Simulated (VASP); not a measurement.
Set up this calculation in VASP 6.6.1, as the native input.

| Quantity | Value |
| --- | --- |
| Task | single point |
| Functional | r2SCAN |
| Potentials or basis | VASP PAW PBE potentials, release 64 (Al) |
| Cutoff | 520 eV |
| k mesh | 20 × 20 × 20 |
| Occupations | gaussian, width 0.15 eV |
| Spin | no spin polarisation |
| Dipole correction | no |
| Further INCAR settings | ALGO = Normal; EDIFF = 1e-07; NBANDS = 8 |

Crystal: Al.

```
CELL_PARAMETERS angstrom
-1.61509 1.61509 1.59122
1.61509 -1.61509 1.59122
1.61509 1.61509 -1.59122
ATOMIC_POSITIONS crystal
Al 0.00000 0.00000 0.00000
```

This cell differs from its parent crystal: strain +0.015 along x and y, +0.000 along z.

One way to write it, as run:

POSCAR

```
Al
1.0
   -1.6150869704      1.6150869704      1.5912186900
    1.6150869704     -1.6150869704      1.5912186900
    1.6150869704      1.6150869704     -1.5912186900
Al
1
Direct
    0.0000000000      0.0000000000      0.0000000000
```

INCAR.step1

```
PREC = Accurate
ENCUT = 520
ISMEAR = 0
SIGMA = 0.15
LREAL = False
LASPH = True
NELM = 60
NBANDS = 8
GGA = PE
ALGO = Normal
EDIFF = 1E-4
LWAVE = True
LCHARG = False
```

INCAR.step2

```
PREC = Accurate
ENCUT = 520
EDIFF = 1E-7
ISMEAR = 0
SIGMA = 0.15
LREAL = False
LASPH = True
NELM = 60
ALGO = Normal
ISIF = 2
LWAVE = False
LCHARG = True
METAGGA = R2SCAN
LMIXTAU = True
LELF = True
LVHAR = True
NBANDS = 8
ISTART = 1
```

KPOINTS

```
Automatic mesh
0
Gamma
  20 20 20
```

Potentials or basis: VASP PAW PBE potentials, release 64 (Al).

Run with:

```console
$ cat potpaw_PBE.64/Al/POTCAR > POTCAR
$ cp INCAR.step1 INCAR
$ mpirun -np 1 vasp_std > vasp.out
$ cp INCAR.step2 INCAR
$ mpirun -np 1 vasp_std > vasp.out
```

Results of the run:

```
Pressure : -2.2 GPa
```

Caveat: the cell differs from its parent crystal (strain +0.015 along x and y, +0.000 along z); the PAW data sets were made with another functional, which shifts forces and pressure a little.

Run time: 3.2 min on 1 thread of Intel(R) Xeon(R) Platinum 8259CL CPU @ 2.50GHz (Skylake/Cascade Lake), with other jobs on the host, peak memory 0.19 GiB.
